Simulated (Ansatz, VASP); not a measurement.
One calculation of TiPd, two programs

```
Ti Pd
1.0
     3.18000    0.00000    0.00000
     0.00000    3.18000    0.00000
     0.00000    0.00000    3.18000
Ti Pd
1 1
Cartesian
  1.5900 1.5900 1.5900
  0.0000 0.0000 0.0000
```

Alike in both runs: task electric field gradients; functional PBEsol; k mesh 13 × 13 × 13; occupations fermi-dirac, width 0.08 eV; no spin polarisation.

|  | VASP | Ansatz |
| --- | --- | --- |
| version | VASP 6.6.1 | Ansatz 0.2.0 |
| potentials or method | VASP PAW PBE potentials, release 64 (Ti_sv, Pd), cutoff 520 eV | all-electron PAW with datasets made for the crystal, scalar-relativistic |

Ansatz gave:

| Property | Result |
| --- | --- |
| pressure (GPa) | -6.8 |

**Question.** Which values does VASP return?

**Answer.** Pressure (GPa): -6.9.

VASP's potentials were made for PBE, not for PBEsol. Ansatz ran all-electron here, and VASP with PAW potentials.
